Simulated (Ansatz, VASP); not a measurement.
# VWC2: VASP beside Ansatz

```
CELL_PARAMETERS angstrom
1.51704 0.87586 4.93389
-1.51704 0.87586 4.93389
0.00000 -1.75173 4.93389
ATOMIC_POSITIONS crystal
W 0.00000 0.00000 0.00000
V 0.50000 0.50000 0.50000
C 0.24649 0.24649 0.24649
C 0.75351 0.75351 0.75351
```

Alike in both runs: functional PBEsol; k mesh 10 × 10 × 10; occupations fermi-dirac, width 0.05 eV; collinear spin; Hubbard terms V d U = 4.0 eV, W d U = 4.0 eV.

```csv
,VASP,Ansatz
version,VASP 6.6.1,Ansatz 0.2.0
potentials or method,"VASP PAW PBE potentials, release 64 (W_sv, V_sv, C), cutoff 520 eV","all-electron LAPW, scalar-relativistic"
task,single point,density of states
```

VASP gave:

```
gap on the k mesh at the Fermi level (eV)                     : none
pressure (GPa)                                                : 3.6
traceless stress, the component that is largest in VASP (GPa) : 0.01
rms of the force components (eV/Å)                            : 0.220
net moment per atom (μB)                                      : 0.24
size of the moment on the site where the two differ most (μB) : 1.29
```

Q: What did Ansatz give for the same quantities?

A: gap on the k mesh at the Fermi level (eV): none; pressure (GPa): 2.2; traceless stress, the component that is largest in VASP (GPa): 0.86; rms of the force components (eV/Å): 0.449; net moment per atom (μB): 0.26; size of the moment on the site where the two differ most (μB): 1.54.

VASP's potentials were made for PBE, not for PBEsol. Site moments also hang on the region over which each program counts them. The programs project onto different local orbitals, so the same U acts differently, and such runs can settle in different states. Atom by atom the forces differ by 0.229 eV/Å (rms over components). A gap of «none» marks a metal or a gap that the smearing closes. Ansatz ran all-electron here, and VASP with PAW potentials.

Spin-orbit coupling is off throughout. Noted on Ansatz's run: the magnetic state may not be the lowest; U is the effective U less J, on atomic orbitals that reach past the spheres.
